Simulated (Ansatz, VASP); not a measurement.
## Two plane-wave programs on GaO

The input INCAR:

```
  PREC = Accurate
  ENCUT = 600
  EDIFF = 1E-6
  ISMEAR = 0
  SIGMA = 0.1
  LREAL = F
  LASPH = T
  NELM = 80
  ALGO = Normal
  ISIF = 3
  LWAVE = F
  LCHARG = F
  GGA = PE
  IBRION = 2
  NSW = 100
  EDIFFG = -0.05
```

File KPOINTS:

```
Automatic mesh
0
Gamma
  6 6 2
```

POSCAR

```
GaO
1.0
    3.0748270013      0.0000000000      0.0000000000
   -1.5374135007      2.6628782954      0.0000000000
    0.0000000000      0.0000000000     13.0772611570
Ga O
4 4
Direct
    0.3333333333      0.6666666667      0.4250000000
    0.3333333333      0.6666666667      0.5750000000
    0.0000000000      0.0000000000      0.0750000000
    0.0000000000      0.0000000000      0.9250000000
    0.6666666667      0.3333333333      0.1500000000
    0.6666666667      0.3333333333      0.8500000000
    0.0000000000      0.0000000000      0.3500000000
    0.0000000000      0.0000000000      0.6500000000
```

Input for Ansatz:

```yaml
crystal:
  lattice:
    - [3.0748270013, 0.0, 0.0]
    - [-1.5374135007, 2.6628782954, 0.0]
    - [0.0, 0.0, 13.077261157]
  atoms:
    - { symbol: Ga, position: [0.3333333333, 0.6666666667, 0.425] }
    - { symbol: Ga, position: [0.3333333333, 0.6666666667, 0.575] }
    - { symbol: Ga, position: [0.0, 0.0, 0.075] }
    - { symbol: Ga, position: [0.0, 0.0, 0.925] }
    - { symbol: O, position: [0.6666666667, 0.3333333333, 0.15] }
    - { symbol: O, position: [0.6666666667, 0.3333333333, 0.85] }
    - { symbol: O, position: [0.0, 0.0, 0.35] }
    - { symbol: O, position: [0.0, 0.0, 0.65] }
basis:
  ecutwfc: 420
kpoints:
  mp_grid: { grid: [6, 6, 2] }
hamiltonian:
  xc: pbe
scf:
  occupations: { method: gaussian, width: 0.1 }
output:
  forces: true
  stress: true
  eigenvalues: true
relax:
  adjacent_minimum: "off"
  f_tol: 0.05
  max_steps: 80
  cell: { stress_tol: 0.5 }
```

Alike in both runs: task relaxation of cell and atoms; functional PBE; k mesh 6 × 6 × 2; occupations gaussian, width 0.1 eV; no spin polarisation.

```csv
,VASP,Ansatz
version,VASP 6.6.1,Ansatz 0.2.0
potentials or method,"VASP PAW PBE potentials, release 64 (Ga_d, O), cutoff 600 eV","scalar-relativistic, plane waves, PAW"
valence electrons in the cell,76,76
```

VASP gave:

| Quantity | Value |
| --- | --- |
| gap on the k mesh at the Fermi level, each at its own relaxed structure (eV) | 1.11 |
| relaxed volume (Å³/atom) | 14.29 |
| relaxed cell length with the largest relative difference (Å) | 13.650 |

**Question.** What did Ansatz give for the same quantities?

**Answer.** gap on the k mesh at the Fermi level, each at its own relaxed structure (eV): 1.22; relaxed volume (Å³/atom): 14.68; relaxed cell length with the largest relative difference (Å): 14.071.
